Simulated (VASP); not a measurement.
Wanted: the native input for a VASP 6.6.1 run.

```
Task                   : single point
Functional             : PBE
Potentials or basis    : VASP PAW PBE potentials, release 64 (Mg, I)
Cutoff                 : 520 eV
k mesh                 : 12 × 12 × 4
Occupations            : fermi-dirac, width 0.02 eV
Spin                   : no spin polarisation
Dipole correction      : no
Further INCAR settings : ALGO = Normal; EDIFF = 1e-07; NBANDS = 15
```

The structure of MgI2 lies in POSCAR:

```
MgI2
1.0
    4.0324966890      0.0000000000      0.0000000000
   -2.0162483445      3.4922445734      0.0000000000
    0.0000000000      0.0000000000      6.9940381046
Mg I
1 2
Direct
    0.0000000000      0.0000000000      0.0000000000
    0.3333333333      0.6666666667      0.2444644722
    0.6666666667      0.3333333333      0.7555355278
```

This cell differs from its parent crystal: epitaxial xy strain -3.0%.

The input as run:

INCAR

```
ALGO = Normal
EDIFF = 1E-7
ENCUT = 520
GGA = PE
ISIF = 2
ISMEAR = -1
LASPH = T
LCHARG = F
LREAL = F
LWAVE = F
NBANDS = 15
NELM = 80
PREC = Accurate
SIGMA = 0.02
```

KPOINTS

```
k-points
0
Gamma
  12 12 4
```

Potentials or basis: VASP PAW PBE potentials, release 64 (Mg, I).

Launch:

```bash
$ cat potpaw_PBE.64/Mg/POTCAR potpaw_PBE.64/I/POTCAR > POTCAR
$ mpirun -np 1 vasp_std > vasp.out
```

Results of the run:

```json
{
 "Pressure": "2.5 GPa",
 "Largest force": "0.013 eV/Å",
 "Band gap on the k mesh": "3.47 eV (least direct gap 3.83 eV)"
}
```

Caveat: the cell differs from its parent crystal (epitaxial xy strain -3.0%); spin-orbit coupling is left out, which moves the levels of the heavy elements; this functional lacks dispersion, which binds layers or chains, so the pressure and a relaxed spacing across them are unreliable.

Wall time 91 s on 1 thread of Intel(R) Xeon(R) Platinum 8259CL CPU @ 2.50GHz (Skylake/Cascade Lake) (shared host), peak memory 0.27 GiB.
